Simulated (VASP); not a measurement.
# Ga4As3P (P-43m) in VASP: relaxation of cell and atoms with PBE

Aim: the relaxation of cell and atoms of Ga4As3P with PBE.

All numbers are computed with VASP 6.6.1; they aren't measurements. Logs are shortened: lines on timing, memory, paths and dates and some standing lists are left out, and cuts for length are marked.

### Step 1. The cell of the first run

It takes space group P-43m (No. 215, cubic). Conventional cell: a = 5.494 Å, b = 5.494 Å, c = 5.494 Å, α = 90.00°, β = 90.00°, γ = 90.00°. Within 3.1 Å of Ga (site symmetry 3m) lie 1 P at 2.38 Å and 3 As at 2.38 Å. P (site symmetry -43m) has 4 Ga at 2.38 Å within 3.1 Å. Within 3.1 Å of As (site symmetry -42m) lie 4 Ga at 2.38 Å.

### Step 2. Relaxation of cell and atoms, PBE

INCAR reads:

```
SYSTEM = Ga4As3P
PREC = Accurate
ENCUT = 600
EDIFF = 1E-6
ISMEAR = 0
SIGMA = 0.1
LREAL = .False.
LASPH = .True.
NELM = 60
ALGO = Normal
ISIF = 3
LWAVE = .False.
LCHARG = .False.
GGA = PE
IBRION = 2
NSW = 90
EDIFFG = -0.04
```

KPOINTS reads:

```
regular mesh
0
Gamma
  4 4 4
  0 0 0
```

POSCAR reads:

```
Ga4As3P
1.0
    5.4941073900      0.0000000000      0.0000000000
    0.0000000000      5.4941073900      0.0000000000
    0.0000000000      0.0000000000      5.4941073900
Ga P As
4 1 3
Direct
    0.7500000000      0.7500000000      0.7500000000
    0.7500000000      0.2500000000      0.2500000000
    0.2500000000      0.7500000000      0.2500000000
    0.2500000000      0.2500000000      0.7500000000
    0.5000000000      0.5000000000      0.5000000000
    0.0000000000      0.0000000000      0.5000000000
    0.0000000000      0.5000000000      0.0000000000
    0.5000000000      0.0000000000      0.0000000000
```

Potentials or basis: VASP PAW PBE potentials, release 64 (Ga_d, P, As).

Launch:

```sh
$ cat potpaw_PBE.64/Ga_d/POTCAR potpaw_PBE.64/P/POTCAR potpaw_PBE.64/As/POTCAR > POTCAR
$ mpirun -np 1 vasp_std > vasp.out
```

OUTCAR:

```text
SYSTEM = Ga4As3P
   PREC = Accurate
   ENCUT = 600
   EDIFF = 1E-6
   ISMEAR = 0
   LREAL = .False.
   LASPH = .True.
   NELM = 60
   ISIF = 3
   GGA = PE
   IBRION = 2
   NSW = 90
   EDIFFG = -0.04

 ion  position               nearest neighbor table
   1  0.750  0.750  0.750-   5 2.38   6 2.38   7 2.38   8 2.38
   2  0.750  0.250  0.250-   5 2.38   6 2.38   7 2.38   8 2.38
   3  0.250  0.750  0.250-   5 2.38   6 2.38   7 2.38   8 2.38
   4  0.250  0.250  0.750-   5 2.38   6 2.38   7 2.38   8 2.38
   5  0.500  0.500  0.500-   1 2.38   2 2.38   3 2.38   4 2.38
   6  0.000  0.000  0.500-   1 2.38   2 2.38   3 2.38   4 2.38
   7  0.000  0.500  0.000-   1 2.38   2 2.38   3 2.38   4 2.38
   8  0.500  0.000  0.000-   1 2.38   2 2.38   3 2.38   4 2.38

  LATTYP: Found a simple cubic cell.
 ALAT       =     5.4941073900

  Lattice vectors:

 A1 = (   5.4941073900,   0.0000000000,   0.0000000000)
 A2 = (   0.0000000000,   5.4941073900,   0.0000000000)
 A3 = (   0.0000000000,   0.0000000000,   5.4941073900)

Analysis of symmetry for initial positions (statically):
=====================================================================
 Subroutine PRICEL returns:
 Original cell was already a primitive cell.

 Routine SETGRP: Setting up the symmetry group for a
 simple cubic supercell.

 Subroutine GETGRP returns: Found 24 space group operations
 (whereof 24 operations were pure point group operations)
 out of a pool of 48 trial point group operations.

The static configuration has the point symmetry T_d .

Analysis of symmetry for dynamics (positions and initial velocities):
=====================================================================
 Subroutine PRICEL returns:
 Original cell was already a primitive cell.

 Routine SETGRP: Setting up the symmetry group for a
 simple cubic supercell.

 Subroutine GETGRP returns: Found 24 space group operations
 (whereof 24 operations were pure point group operations)
 out of a pool of 48 trial point group operations.

The dynamic configuration has the point symmetry T_d .

 Subroutine INISYM returns: Found 24 space group operations
 (whereof 24 operations are pure point group operations),
 and found     1 'primitive' translations

----------------------------------------------------------------------------------------

                                     Primitive cell

  volume of cell :     165.8408

  direct lattice vectors                    reciprocal lattice vectors
     5.494107390  0.000000000  0.000000000     0.182013188  0.000000000  0.000000000
     0.000000000  5.494107390  0.000000000     0.000000000  0.182013188  0.000000000
     0.000000000  0.000000000  5.494107390     0.000000000  0.000000000  0.182013188

  length of vectors
     5.494107390  5.494107390  5.494107390     0.182013188  0.182013188  0.182013188

  position of ions in fractional coordinates (direct lattice)
     0.750000000  0.750000000  0.750000000
     0.750000000  0.250000000  0.250000000
     0.250000000  0.750000000  0.250000000
     0.250000000  0.250000000  0.750000000
     0.500000000  0.500000000  0.500000000
     0.000000000  0.000000000  0.500000000
     0.000000000  0.500000000  0.000000000
     0.500000000  0.000000000  0.000000000

  ion indices of the primitive-cell ions
   primitive index   ion index
                 1           1
                 2           2
                 3           3
                 4           4
                 5           5
                 6           6
                 7           7
                 8           8

----------------------------------------------------------------------------------------

 KPOINTS: regular mesh

Automatic generation of k-mesh.
 Grid dimensions read from file:
 generate k-points for:    4    4    4

 Generating k-lattice:

  Cartesian coordinates                     Fractional coordinates (reciprocal lattice)
     0.045503297  0.000000000  0.000000000     0.250000000  0.000000000  0.000000000
     0.000000000  0.045503297  0.000000000     0.000000000  0.250000000  0.000000000
     0.000000000  0.000000000  0.045503297     0.000000000  0.000000000  0.250000000

  Length of vectors
     0.045503297  0.045503297  0.045503297

  Shift w.r.t. Gamma in fractional coordinates (k-lattice)
     0.000000000  0.000000000  0.000000000

 Subroutine IBZKPT returns following result:
 ===========================================

 Found     10 irreducible k-points:

 Following reciprocal coordinates:
            Coordinates               Weight
  0.000000  0.000000  0.000000      1.000000
  0.250000  0.000000  0.000000      6.000000
  0.500000  0.000000  0.000000      3.000000
  0.250000  0.250000  0.000000     12.000000
  0.500000  0.250000  0.000000     12.000000
  0.500000  0.500000  0.000000      3.000000
  0.250000  0.250000  0.250000      8.000000
  0.500000  0.250000  0.250000     12.000000
  0.500000  0.500000  0.250000      6.000000
  0.500000  0.500000  0.500000      1.000000
   k-points           NKPTS =     10   k-points in BZ     NKDIM =     10   number of bands    NBANDS=     43
   number of dos      NEDOS =    301   number of ions     NIONS =      8
   total plane-waves  NPLWV = 110592
   dimension x,y,z NGX =    48 NGY =   48 NGZ =   48
   dimension x,y,z NGXF=    96 NGYF=   96 NGZF=   96
   ions per type =               4   1   3
   NGX,Y,Z   is equivalent  to a cutoff of  14.52, 14.52, 14.52 a.u.
   NGXF,Y,Z  is equivalent  to a cutoff of  29.05, 29.05, 29.05 a.u.
 SYSTEM =  Ga4As3P
   PREC   = accura    normal or accurate (medium, high low for compatibility)
   ISTART =      0    job   : 0-new  1-cont  2-samecut
   ICHARG =      2    charge: 1-file 2-atom 10-const
   ISPIN  =      1    spin polarized calculation?
   LNONCOLLINEAR =      F non collinear calculations
   LSORBIT =      F    spin-orbit coupling
   LASPH  =      T    aspherical Exc in radial PAW
   ENCUT  =  600.0 eV  44.10 Ry    6.64 a.u.  10.97 10.97 10.97*2*pi/ulx,y,z
   NELM   =     60;   NELMIN=  2; NELMDL= -5     # of ELM steps
   EDIFF  = 0.1E-05   stopping-criterion for ELM
   LREAL  =      F    real-space projection
   EDIFFG = -.4E-01   stopping-criterion for IOM
   NSW    =     90    number of steps for IOM
   IBRION =      2    ionic relax: 0-MD 1-quasi-New 2-CG
   NFREE  =      1    steps in history (QN), initial steepest desc. (CG)
   ISIF   =      3    stress and relaxation
   ISYM   =      2    0-nonsym 1-usesym 2-fastsym
   POTIM  = 0.5000    time-step for ionic-motion
   TEBEG  =    0.0;   TEEND  =   0.0 temperature during run
   PSTRESS=    0.0 pullay stress
   NELECT =      72.0000    total number of electrons
   NUPDOWN=      -1.0000    fix difference up-down
   EMIN   =  10.00;   EMAX   =-10.00  energy-range for DOS
   EFERMI =   0.00;   METHOD = LEGACY
   ISMEAR =     0;   SIGMA  =   0.10  broadening in eV -4-tet -1-fermi 0-gaus
   EFERMI_NEDOS =   21; number of points for ismear=-14 and -15
   IALGO  =     38    algorithm
   IMIX   =      4    mixing-type and parameters
     AMIX     =   0.40;   BMIX     =  1.00
     AMIX_MAG =   1.60;   BMIX_MAG =  1.00
  volume/ion in A,a.u.               =      20.73       139.89
  Fermi-wavevector in a.u.,A,eV,Ry     =   1.239620  2.342542 20.907493  1.536657
  Thomas-Fermi vector in A             =   2.374095
   LORBIT       =      0    0 simple, 1 ext, 2 COOP (PROOUT), +10 PAW based schemes
   GGA     = PE    functional components
   LHFCALC =     F    Hartree Fock is set to
   AEXX    =    0.0000 exact exchange contribution
   IVDW    =     0    specifies the selected vdW correction
   LEPSILON=     F    determine dielectric tensor
   LRPA    =     F    only Hartree local field effects (RPA)
 conjugate gradient relaxation of ions
 non-spin polarized calculation
 Gauss-broadening in eV      SIGMA  =   0.10
  energy-cutoff  :      600.00
  volume of cell :      165.84
 maximum number of plane-waves:      5558
 NGX is ok and might be reduce to    48
   NGX = 21   NGY = 21   NGZ = 21

--------------------------------------- Ionic step        1  -------------------------------------------

 number of electron      72.0000018 magnetization

 Free energy of the ion-electron system (eV)
  ---------------------------------------------------
  ext. energy  EPLUGINS =         0.00000000
  ---------------------------------------------------
  free energy    TOTEN  =       -33.37410326 eV

  energy without entropy =      -33.37410326  energy(sigma->0) =      -33.37410326

 E-fermi :   5.1791     XC(G=0):  -9.9162

 val. band max:        4.6851652213   @ k =   0.0000   0.0000   0.0000
 cond. band min:       5.9826941540   @ k =   0.0000   0.0000   0.0000
 fundamental gap:      1.2975289326
 Fermi energy:         5.1791286986

 k-point     1 :       0.0000    0.0000    0.0000
  band No.  band energies     occupation
      1     -10.3414      2.00000
      2     -10.3414      2.00000
      3     -10.2886      2.00000
      4     -10.1851      2.00000
      5     -10.1851      2.00000
      6     -10.1851      2.00000
[... 35 lines left out ...]
     42       6.3398      0.00000
     43       6.3398      0.00000
[... 593 lines left out ...]
 VOLUME and BASIS-vectors are now :
 -----------------------------------------------------------------------------
  energy-cutoff  :      600.00
  volume of cell :      183.79
      direct lattice vectors                 reciprocal lattice vectors
     5.685572786 -0.000000000 -0.000000000     0.175883774 -0.000000000 -0.000000000
     0.000000000  5.685572786 -0.000000000     0.000000000  0.175883774 -0.000000000
     0.000000000  0.000000000  5.685572786     0.000000000  0.000000000  0.175883774

 POSITION                                       TOTAL-FORCE (eV/Angst)
 -----------------------------------------------------------------------------------
      4.24306      4.24306      4.24306        -0.072603     -0.072603     -0.072603
      4.24306      1.44252      1.44252        -0.072603      0.072603      0.072603
      1.44252      4.24306      1.44252         0.072603     -0.072603      0.072603
      1.44252      1.44252      4.24306         0.072603      0.072603     -0.072603
      2.84279      2.84279      2.84279         0.000000      0.000000      0.000000
      0.00000      0.00000      2.84279         0.000000     -0.000000      0.000000
      0.00000      2.84279     -0.00000         0.000000     -0.000000      0.000000
      2.84279      0.00000      5.68557         0.000000      0.000000      0.000000
 -----------------------------------------------------------------------------------
    total drift:                                0.000000      0.000000     -0.000000

  FREE ENERGIE OF THE ION-ELECTRON SYSTEM (eV)
  ---------------------------------------------------
  free  energy   TOTEN  =       -33.8743715589 eV

  energy  without entropy=      -33.8743633486  energy(sigma->0) =      -33.87436745

--------------------------------------- Ionic step        6  -------------------------------------------

 number of electron      71.9999964 magnetization

 Free energy of the ion-electron system (eV)
  ---------------------------------------------------
  ext. energy  EPLUGINS =         0.00000000
  ---------------------------------------------------
  free energy    TOTEN  =       -33.87658097 eV

  energy without entropy =      -33.87657375  energy(sigma->0) =      -33.87657736

 E-fermi :   3.9749     XC(G=0):  -9.4583

 val. band max:        3.7188023639   @ k =   0.0000   0.0000   0.0000
 cond. band min:       4.2102052196   @ k =   0.0000   0.0000   0.0000
 fundamental gap:      0.4914028558
 Fermi energy:         3.9749236583

 k-point     1 :       0.0000    0.0000    0.0000
  band No.  band energies     occupation
      1     -11.0771      2.00000
      2     -11.0771      2.00000
      3     -11.0661      2.00000
      4     -10.9770      2.00000
      5     -10.9770      2.00000
      6     -10.9770      2.00000
[... 35 lines left out ...]
     42       5.4115      0.00000
     43       5.5509      0.00000
[... 417 lines left out ...]
  FORCE on cell =-STRESS in cart. coord.  units (eV):
  Direction    XX          YY          ZZ          XY          YZ          ZX
  --------------------------------------------------------------------------------------
  -------------------------------------------------------------------------------------
  Total        0.1764748      0.1764748      0.1764748     -0.0000000      0.0000000      0.0000000
  in kB        1.5407757      1.5407757      1.5407757     -0.0000000      0.0000000      0.0000000
  external PRESSURE =       1.5407757 kB  Pullay stress =       0.0000000 kB

 VOLUME and BASIS-vectors are now :
 -----------------------------------------------------------------------------
  energy-cutoff  :      600.00
  volume of cell :      183.51
      direct lattice vectors                 reciprocal lattice vectors
     5.682654898 -0.000000000 -0.000000000     0.175974086 -0.000000000 -0.000000000
     0.000000000  5.682654898 -0.000000000     0.000000000  0.175974086 -0.000000000
     0.000000000  0.000000000  5.682654898     0.000000000  0.000000000  0.175974086

 POSITION                                       TOTAL-FORCE (eV/Angst)
 -----------------------------------------------------------------------------------
      4.23643      4.23643      4.23643        -0.015801     -0.015801     -0.015801
      4.23643      1.44623      1.44623        -0.015801      0.015801      0.015801
      1.44623      4.23643      1.44623         0.015801     -0.015801      0.015801
      1.44623      1.44623      4.23643         0.015801      0.015801     -0.015801
      2.84133      2.84133      2.84133         0.000000     -0.000000     -0.000000
      0.00000      5.68265      2.84133         0.000000     -0.000000     -0.000000
      0.00000      2.84133     -0.00000         0.000000     -0.000000     -0.000000
      2.84133      5.68265     -0.00000         0.000000     -0.000000     -0.000000
 -----------------------------------------------------------------------------------
    total drift:                                0.000000      0.000000     -0.000000

  FREE ENERGIE OF THE ION-ELECTRON SYSTEM (eV)
  ---------------------------------------------------
  free  energy   TOTEN  =       -33.8765809688 eV

  energy  without entropy=      -33.8765737474  energy(sigma->0) =      -33.87657736

 reached required accuracy - stopping structural energy minimisation
```

Run time: 10 min. Hardware: 1 thread of Intel Xeon Platinum 8124M at 3.00GHz (Skylake/Cascade Lake), shared host; peak memory 0.38 GiB.

Results:

| Item | Value |
| --- | --- |
| Free energy | -33.8766 eV |
| Relaxed volume | 22.94 Å³/atom |
| Relaxed cell | a = 5.683 Å, b = 5.683 Å, c = 5.683 Å, α = 90.00°, β = 90.00°, γ = 90.00° |
| Space group after relaxing (to 0.05 Å) | P-43m (No. 215) |
| Energy gained by relaxing | 62.8 meV/atom |
| Ionic steps | 6 |
| Pressure after relaxing | 0.2 GPa |
| Band gap on the k mesh | 0.49 eV, direct |

The path:
| step | energy change (eV) | largest force (eV/Å) | pressure (GPa) | volume (Å³) |
| --- | --- | --- | --- | --- |
| 1 | 0.0000 | 0.7295 | 8.61 | 165.84 |
| 2 | -0.4002 | 0.1055 | -3.00 | 194.03 |
| 3 | -0.4909 | 0.2659 | -0.34 | 184.61 |
| 4 | -0.4908 | 0.2737 | 0.00 | 184.22 |
| 5 | -0.5003 | 0.1258 | 0.07 | 183.79 |
| 6 | -0.5025 | 0.0274 | 0.15 | 183.51 |

Final structure:
```cif
data_structure
_symmetry_space_group_name_H-M 'P 1'
_symmetry_Int_Tables_number 1
_cell_length_a 5.6827
_cell_length_b 5.6827
_cell_length_c 5.6827
_cell_angle_alpha 90.000
_cell_angle_beta 90.000
_cell_angle_gamma 90.000
_cell_volume 183.51
loop_
_atom_site_label
_atom_site_type_symbol
_atom_site_fract_x
_atom_site_fract_y
_atom_site_fract_z
_atom_site_occupancy
Ga1 Ga 0.74550 0.74550 0.74550 1
Ga2 Ga 0.74550 0.25450 0.25450 1
Ga3 Ga 0.25450 0.74550 0.25450 1
Ga4 Ga 0.25450 0.25450 0.74550 1
P1 P 0.50000 0.50000 0.50000 1
As1 As 0.00000 0.00000 0.50000 1
As2 As 0.00000 0.50000 0.00000 1
As3 As 0.50000 0.00000 0.00000 1
```
